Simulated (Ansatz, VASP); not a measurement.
**CoSi in VASP and in Ansatz**

Contents of INCAR:

```
PREC = Accurate
ENCUT = 600
EDIFF = 1E-7
ISMEAR = -1
SIGMA = 0.05
LREAL = F
LASPH = T
NELM = 60
ALGO = Normal
ISIF = 3
LWAVE = F
LCHARG = F
GGA = PE
IBRION = 2
NSW = 60
EDIFFG = -0.005
```

File KPOINTS:

```
Automatic mesh
0
Gamma
  15 15 15
```

Contents of POSCAR:

```
CoSi
1.0
    0.0000000000      2.2923918786      2.2923918786
    2.2923918786      0.0000000000      2.2923918786
    2.2923918786      2.2923918786      0.0000000000
Co Si
1 1
Direct
    0.0000000000      0.0000000000      0.0000000000
    0.5000000000      0.5000000000      0.5000000000
```

Input for Ansatz:

```yaml
crystal:
  lattice:
    - [0.0, 2.2923918786, 2.2923918786]
    - [2.2923918786, 0.0, 2.2923918786]
    - [2.2923918786, 2.2923918786, 0.0]
  atoms:
    - { symbol: Co, position: [0.0, 0.0, 0.0] }
    - { symbol: Si, position: [0.5, 0.5, 0.5] }
kpoints:
  mp_grid: { grid: [15, 15, 15] }
scf:
  occupations: { method: fermi_dirac, width: 0.05 }
hamiltonian:
  xc: pbe
  pseudopotentials: { kind: paw }
output:
  forces: true
  stress: true
relax:
  f_tol: 0.005
  max_steps: 40
  cell: {}
```

Alike in both runs: task relaxation of cell and atoms; functional PBE; k mesh 15 × 15 × 15; occupations fermi-dirac, width 0.05 eV; no spin polarisation.

```csv
,VASP,Ansatz
version,VASP 6.6.1,Ansatz 0.2.0
potentials or method,"VASP PAW PBE potentials, release 64 (Co, Si)","PAW with Ansatz's default frozen-core files, scalar-relativistic"
plane-wave cutoff (eV),600,420
valence electrons in the cell,13,21
```

|  | VASP | Ansatz | Ansatz less VASP |
| --- | --- | --- | --- |
| relaxed volume (Å³/atom) | 12.66 | 12.67 | +0.012 |
| relaxed cell length with the largest relative difference (Å) | 3.296 | 3.297 | +0.0011 |

VASP's potentials hold 13 valence electrons a cell and Ansatz's 21, so a difference there can come from the potentials and not from the codes.
